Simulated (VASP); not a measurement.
Input of a VASP 6.6.1 run:

File INCAR:

```
PREC = Accurate
ENCUT = 520
EDIFF = 1E-6
ISMEAR = 0
SIGMA = 0.01
LREAL = F
LASPH = T
NELM = 80
ALGO = Normal
ISIF = 2
LWAVE = F
LCHARG = T
GGA = PE
LELF = T
LVHAR = T
NBANDS = 11
```

Contents of KPOINTS:

```
Automatic mesh
0
Gamma
  6 6 6
```

POSCAR

```
SiC
1.0
    0.0000000000      2.2325036536      2.1419434071
    2.2325036536      0.0000000000      2.1419434071
    2.2325036536      2.2325036536      0.0000000000
Si C
1 1
Direct
    0.0000000000      0.0000000000      0.0000000000
    0.2500000000      0.2500000000      0.2500000000
```

Potentials or basis: VASP PAW PBE potentials, release 64 (Si, C).

The run is started by

```console
$ cat potpaw_PBE.64/Si/POTCAR potpaw_PBE.64/C/POTCAR > POTCAR
$ mpirun -np 1 vasp_std > vasp.out
```

**Question.** Estimate the band gap on the k mesh.

**Answer.** 0.97 eV, indirect (least direct gap 4.46 eV).

**Question.** What does it give for the pressure?

**Answer.** -3.5 GPa.

Stress tensor (GPa, compression positive):
```
-6.74  0.00  0.00
 0.00 -6.74  0.00
 0.00  0.00  2.95
```

Caveat: the cell differs from its parent crystal (epitaxial xy strain +2.5%). A k mesh can miss the band edges.
